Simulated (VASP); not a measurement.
# Nb (Pm-3m) in VASP: notebook, part 2 of 3

VASP 6.6.1. The steps go on from the part before.

## Step 3: Single point, r2SCAN

POSCAR reads:

```
Nb
1.0
    2.7196400000      0.0000000000      0.0000000000
    0.0000000000      2.7196400000      0.0000000000
    0.0000000000      0.0000000000      2.7196400000
Nb
1
Direct
    0.5000000000      0.5000000000      0.5000000000
```

INCAR.step1 reads:

```
PREC     = Accurate       # precision mode
ENCUT    = 520            # plane-wave cutoff, eV
ISMEAR   = 0              # smearing method
SIGMA    = 0.05           # smearing width, eV
LREAL    = F              # projectors in reciprocal space
LASPH    = T              # aspherical terms in the spheres
NELM     = 100            # most SCF steps
NBANDS   = 12             # bands
GGA      = PE             # functional
ALGO     = Normal         # electronic algorithm
EDIFF    = 1E-4           # SCF threshold, eV
LWAVE    = T              # write WAVECAR
LCHARG   = F              # write CHGCAR
```

INCAR.step2 reads:

```
PREC     = Accurate       # precision mode
ENCUT    = 520            # plane-wave cutoff, eV
EDIFF    = 1E-6           # SCF threshold, eV
ISMEAR   = 0              # smearing method
SIGMA    = 0.05           # smearing width, eV
LREAL    = F              # projectors in reciprocal space
LASPH    = T              # aspherical terms in the spheres
NELM     = 100            # most SCF steps
ALGO     = Normal         # electronic algorithm
ISIF     = 2              # what is computed and relaxed
LWAVE    = F              # write WAVECAR
LCHARG   = T              # write CHGCAR
METAGGA  = R2SCAN         # meta-GGA
LMIXTAU  = T            
LELF     = T              # ELF
LVHAR    = T            
NBANDS   = 12             # bands
ISTART   = 1
```

KPOINTS reads:

```
regular mesh
0
Gamma
  8 8 8
```

Potentials or basis: VASP PAW PBE potentials, release 64 (Nb_sv).

Run with:

```
$ cat potpaw_PBE.64/Nb_sv/POTCAR > POTCAR
$ cp INCAR.step1 INCAR
$ mpirun -np 1 vasp_std > vasp.out
$ cp INCAR.step2 INCAR
$ mpirun -np 1 vasp_std > vasp.out
```

OUTCAR:

```text
PREC = Accurate
   ENCUT = 520
   EDIFF = 1E-6
   ISMEAR = 0
   LREAL = F
   LASPH = T
   NELM = 100
   ISIF = 2
   METAGGA = R2SCAN
   ISTART = 1

 ion  position               nearest neighbor table
   1  0.500  0.500  0.500-

  LATTYP: Found a simple cubic cell.
 ALAT       =     2.7196400000

  Lattice vectors:

 A1 = (   2.7196400000,   0.0000000000,   0.0000000000)
 A2 = (   0.0000000000,   2.7196400000,   0.0000000000)
 A3 = (   0.0000000000,   0.0000000000,   2.7196400000)

Analysis of symmetry for initial positions (statically):
=====================================================================
 Subroutine PRICEL returns:
 Original cell was already a primitive cell.

 Routine SETGRP: Setting up the symmetry group for a
 simple cubic supercell.

 Subroutine GETGRP returns: Found 48 space group operations
 (whereof 48 operations were pure point group operations)
 out of a pool of 48 trial point group operations.

The static configuration has the point symmetry O_h .

Analysis of symmetry for dynamics (positions and initial velocities):
=====================================================================
 Subroutine PRICEL returns:
 Original cell was already a primitive cell.

 Routine SETGRP: Setting up the symmetry group for a
 simple cubic supercell.

 Subroutine GETGRP returns: Found 48 space group operations
 (whereof 48 operations were pure point group operations)
 out of a pool of 48 trial point group operations.

The dynamic configuration has the point symmetry O_h .

 Subroutine INISYM returns: Found 48 space group operations
 (whereof 48 operations are pure point group operations),
 and found     1 'primitive' translations

----------------------------------------------------------------------------------------

                                     Primitive cell

  volume of cell :      20.1157

  direct lattice vectors                    reciprocal lattice vectors
     2.719640000  0.000000000  0.000000000     0.367695724  0.000000000  0.000000000
     0.000000000  2.719640000  0.000000000     0.000000000  0.367695724  0.000000000
     0.000000000  0.000000000  2.719640000     0.000000000  0.000000000  0.367695724

  length of vectors
     2.719640000  2.719640000  2.719640000     0.367695724  0.367695724  0.367695724

  position of ions in fractional coordinates (direct lattice)
     0.500000000  0.500000000  0.500000000

  ion indices of the primitive-cell ions
   primitive index   ion index
                 1           1

----------------------------------------------------------------------------------------

 KPOINTS: regular mesh

Automatic generation of k-mesh.
 Grid dimensions read from file:
 generate k-points for:    8    8    8

 Generating k-lattice:

  Cartesian coordinates                     Fractional coordinates (reciprocal lattice)
     0.045961966  0.000000000  0.000000000     0.125000000  0.000000000  0.000000000
     0.000000000  0.045961966  0.000000000     0.000000000  0.125000000  0.000000000
     0.000000000  0.000000000  0.045961966     0.000000000  0.000000000  0.125000000

  Length of vectors
     0.045961966  0.045961966  0.045961966

  Shift w.r.t. Gamma in fractional coordinates (k-lattice)
     0.000000000  0.000000000  0.000000000

 Subroutine IBZKPT returns following result:
 ===========================================

 Found     35 irreducible k-points:

 Following reciprocal coordinates:
            Coordinates               Weight
  0.000000  0.000000  0.000000      1.000000
  0.125000  0.000000  0.000000      6.000000
  0.250000  0.000000  0.000000      6.000000
  0.375000  0.000000  0.000000      6.000000
  0.500000  0.000000  0.000000      3.000000
  0.125000  0.125000  0.000000     12.000000
[... 16 lines left out ...]
  0.375000  0.375000  0.125000     24.000000
  0.500000  0.375000  0.125000     24.000000
 [... further k-points ...]
   k-points           NKPTS =     35   k-points in BZ     NKDIM =     35   number of bands    NBANDS=     12
   number of dos      NEDOS =    301   number of ions     NIONS =      1
   total plane-waves  NPLWV =   8000
   dimension x,y,z NGX =    20 NGY =   20 NGZ =   20
   dimension x,y,z NGXF=    40 NGYF=   40 NGZF=   40
   ions per type =               1
   NGX,Y,Z   is equivalent  to a cutoff of  12.23, 12.23, 12.23 a.u.
   NGXF,Y,Z  is equivalent  to a cutoff of  24.45, 24.45, 24.45 a.u.
 SYSTEM =  unknown system
   PREC   = accura    normal or accurate (medium, high low for compatibility)
   ISTART =      1    job   : 0-new  1-cont  2-samecut
   ICHARG =      0    charge: 1-file 2-atom 10-const
   ISPIN  =      1    spin polarized calculation?
   LNONCOLLINEAR =      F non collinear calculations
   LSORBIT =      F    spin-orbit coupling
   LASPH  =      T    aspherical Exc in radial PAW
   ENCUT  =  520.0 eV  38.22 Ry    6.18 a.u.   5.06  5.06  5.06*2*pi/ulx,y,z
   NELM   =    100;   NELMIN=  2; NELMDL=  0     # of ELM steps
   EDIFF  = 0.1E-05   stopping-criterion for ELM
   LREAL  =      F    real-space projection
   EDIFFG = 0.1E-04   stopping-criterion for IOM
   NSW    =      0    number of steps for IOM
   IBRION =     -1    ionic relax: 0-MD 1-quasi-New 2-CG
   NFREE  =      0    steps in history (QN), initial steepest desc. (CG)
   ISIF   =      2    stress and relaxation
   ISYM   =      2    0-nonsym 1-usesym 2-fastsym
   POTIM  = 0.5000    time-step for ionic-motion
   TEBEG  =    0.0;   TEEND  =   0.0 temperature during run
   PSTRESS=    0.0 pullay stress
   NELECT =      13.0000    total number of electrons
   NUPDOWN=      -1.0000    fix difference up-down
   EMIN   =  10.00;   EMAX   =-10.00  energy-range for DOS
   EFERMI =   0.00;   METHOD = LEGACY
   ISMEAR =     0;   SIGMA  =   0.05  broadening in eV -4-tet -1-fermi 0-gaus
   EFERMI_NEDOS =   21; number of points for ismear=-14 and -15
   IALGO  =     38    algorithm
   IMIX   =      4    mixing-type and parameters
     AMIX     =   0.40;   BMIX     =  1.00
     AMIX_MAG =   1.60;   BMIX_MAG =  1.00
  volume/ion in A,a.u.               =      20.12       135.75
  Fermi-wavevector in a.u.,A,eV,Ry     =   1.415396  2.674710 27.257162  2.003345
  Thomas-Fermi vector in A             =   2.536839
   LORBIT       =      0    0 simple, 1 ext, 2 COOP (PROOUT), +10 PAW based schemes
   METAGGA = R2SCAN    functional components
   LHFCALC =     F    Hartree Fock is set to
   AEXX    =    0.0000 exact exchange contribution
   IVDW    =     0    specifies the selected vdW correction
   LEPSILON=     F    determine dielectric tensor
   LRPA    =     F    only Hartree local field effects (RPA)
 non-spin polarized calculation
 Gauss-broadening in eV      SIGMA  =   0.05
  energy-cutoff  :      520.00
  volume of cell :       20.12
 maximum number of plane-waves:       554
   NGX = 11   NGY = 11   NGZ = 11

 number of electron      12.9999998 magnetization

 Free energy of the ion-electron system (eV)
  ---------------------------------------------------
  ext. energy  EPLUGINS =         0.00000000
  ---------------------------------------------------
  free energy    TOTEN  =       -23.86990248 eV

  energy without entropy =      -23.86711791  energy(sigma->0) =      -23.86851020

 E-fermi :   9.9098     XC(G=0): -12.8405

 val. band max:        9.8955756523   @ k =   0.2500   0.2500   0.0000
 cond. band min:       9.9273359050   @ k =   0.2500   0.2500   0.1250
 fundamental gap:      0.0317602526
 Fermi energy:         9.9098262648

 k-point     1 :       0.0000    0.0000    0.0000
  band No.  band energies     occupation
      1     -46.6722      2.00000
      2     -21.2057      2.00000
      3     -21.2057      2.00000
      4     -21.2057      2.00000
      5       3.8762      2.00000
      6       6.7881      2.00000
      7       6.7881      2.00000
      8      15.2324      0.00000
      9      15.2324      0.00000
     10      15.2324      0.00000
     11      25.3603      0.00000
     12      25.3603      0.00000
[... 331 lines left out ...]
 k-point    24 :       0.5000    0.3750    0.1250
  band No.  band energies     occupation
      1     -46.2734      2.00000
      2     -22.5251      2.00000
      3     -22.2930      2.00000
      4     -21.1705      2.00000
      5       6.2020      2.00000
      6       9.2810      2.00000
      7      10.9303      0.00000
      8      11.4068      0.00000
      9      14.5530      0.00000
     10      17.0432      0.00000
     11      19.1935      0.00000
     12      23.7996      0.00000

 [... further k-points ...]

------------------------ aborting loop because EDIFF is reached ----------------------------------------

  FORCE on cell =-STRESS in cart. coord.  units (eV):
  Direction    XX          YY          ZZ          XY          YZ          ZX
  --------------------------------------------------------------------------------------
  -------------------------------------------------------------------------------------
  Total       -0.4475980     -0.4475980     -0.4475980     -0.0000000      0.0000000     -0.0000000
  in kB      -35.6504035    -35.6504035    -35.6504035     -0.0000000      0.0000000     -0.0000000
  external PRESSURE =     -35.6504035 kB  Pullay stress =       0.0000000 kB

 VOLUME and BASIS-vectors are now :
 -----------------------------------------------------------------------------
  energy-cutoff  :      520.00
  volume of cell :       20.12
      direct lattice vectors                 reciprocal lattice vectors
     2.719640000  0.000000000  0.000000000     0.367695724  0.000000000  0.000000000
     0.000000000  2.719640000  0.000000000     0.000000000  0.367695724  0.000000000
     0.000000000  0.000000000  2.719640000     0.000000000  0.000000000  0.367695724

 POSITION                                       TOTAL-FORCE (eV/Angst)
 -----------------------------------------------------------------------------------
      1.35982      1.35982      1.35982         0.000000      0.000000      0.000000
 -----------------------------------------------------------------------------------
    total drift:                                0.000000      0.000000      0.000000

  FREE ENERGIE OF THE ION-ELECTRON SYSTEM (eV)
  ---------------------------------------------------
  free  energy   TOTEN  =       -23.8699024845 eV

  energy  without entropy=      -23.8671179083  energy(sigma->0) =      -23.86851020
```

It took 41 s on 1 thread of Intel Xeon 8259CL, shared host; peak memory 0.13 GiB.

Results:

```yaml
Free_energy: -23.8699 eV
Pressure: -3.6 GPa
Band_gap_on_the_k_mesh: zero (an odd number of electrons rules out a gap without spin polarisation)
```

Caveat: the cell stands under tension; the PAW data sets were made with another functional, which shifts forces and pressure a little.

## Step 4: Single point, PBE, non-collinear spin, zero start, spin-orbit coupling

INCAR reads:

```
ALGO     = Normal         # electronic algorithm
EDIFF    = 1E-6           # SCF threshold, eV
ENCUT    = 520            # plane-wave cutoff, eV
GGA      = PE             # functional
GGA_COMPAT= False        
ISIF     = 2              # what is computed and relaxed
ISMEAR   = 0              # smearing method
LASPH    = True           # aspherical terms in the spheres
LCHARG   = True           # write CHGCAR
LMAXMIX  = 4              # l up to which the mixer works
LNONCOLLINEAR= True           # non-collinear magnetism
LORBIT   = 11             # projections on sites
LORBMOM  = True         
LREAL    = False          # projectors in reciprocal space
LSORBIT  = True           # spin-orbit coupling
LVHAR    = True         
LWAVE    = False          # write WAVECAR
MAGMOM   = 0 0 0          # initial moments
NBANDS   = 24             # bands
NELM     = 150            # most SCF steps
PREC     = Accurate       # precision mode
SIGMA    = 0.05           # smearing width, eV
```

KPOINTS reads:

```
k-points
0
Gamma
  8 8 8
```

POSCAR is that of step 3.

Run with:

```
$ cat potpaw_PBE.64/Nb_sv/POTCAR > POTCAR
$ mpirun -np 1 vasp_ncl > vasp.out
```

Run time: 46 s. Hardware: 1 thread of Intel Xeon 8259CL, shared host; peak memory 0.17 GiB.

Results (log left out):

* Free energy: -9.3699 eV
* Pressure: -1.8 GPa
* Net moment: 0.00 μB per cell
* Valence electrons inside the program's atomic spheres: Nb 10.81

Moments on the atoms (μB; x, y, z):
```
Nb  0.00 0.00 0.00
```

(Continued in part 3 of 3.)

The gap in the log of VASP goes by the Fermi energy; the results here count the filled bands.